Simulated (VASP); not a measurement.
PbO2 (Plattnerite):

```
Pb O
1.0
     5.08202    0.00000    0.00000
     0.00000    5.08202    0.00000
     0.00000    0.00000    3.44281
Pb O
2 4
Direct
  0.00000 0.00000 0.00000
  0.50000 0.50000 0.50000
  0.30798 0.30798 0.00000
  0.19202 0.80798 0.50000
  0.69202 0.69202 0.00000
  0.80798 0.19202 0.50000
```

| Property | Result |
| --- | --- |
| Program | VASP 6.6.1 |
| Task | relaxation of cell and atoms |
| Functional | PBE |
| Dispersion | D3(BJ) |
| Potentials or basis | VASP PAW PBE potentials, release 64 (Pb_d, O) |
| Cutoff | 600 eV |
| k mesh | 8 × 8 × 10 |
| Occupations | gaussian, width 0.1 eV |
| Spin | no spin polarisation |

At the start: pressure -2.2 GPa; volume 14.82 Å³/atom.

Q: How do energy, volume and symmetry change on relaxing?

A: Over 10 steps the energy falls by 2.2 meV/atom and the volume is 14.51 Å³/atom (-2.1 %); space group P4_2/mnm (No. 136, to 0.05 Å).

Step by step:
| step | energy change (eV) | largest force (eV/Å) | pressure (GPa) | volume (Å³) |
| --- | --- | --- | --- | --- |
| 1 | 0.0000 | 0.0164 | -2.18 | 88.92 |
| 2 | -0.0073 | 0.0772 | 1.46 | 86.34 |
| 3 | -0.0114 | 0.0541 | 0.04 | 87.29 |
| 4 | -0.0128 | 0.0167 | 0.02 | 87.19 |
| 5 | -0.0133 | 0.0337 | 0.03 | 87.06 |
| 6 | -0.0133 | 0.0225 | 0.03 | 87.09 |
| 7 | -0.0134 | 0.0105 | -0.02 | 87.11 |
| 8 | -0.0135 | 0.0013 | -0.07 | 87.13 |
| 9 | -0.0134 | 0.0062 | 0.06 | 87.04 |
| 10 | -0.0135 | 0.0020 | 0.00 | 87.09 |

Final structure:
```
Pb O
1.0
     5.02860    0.00000    0.00000
     0.00000    5.02860    0.00000
     0.00000    0.00000    3.44405
Pb O
2 4
Cartesian
  0.0000 0.0000 0.0000
  2.5143 2.5143 1.7220
  1.5461 1.5461 0.0000
  0.9682 4.0604 1.7220
  3.4825 3.4825 0.0000
  4.0604 0.9682 1.7220
```

Caveat: pairwise dispersion overbinds metals, which lowers pressure and volume.
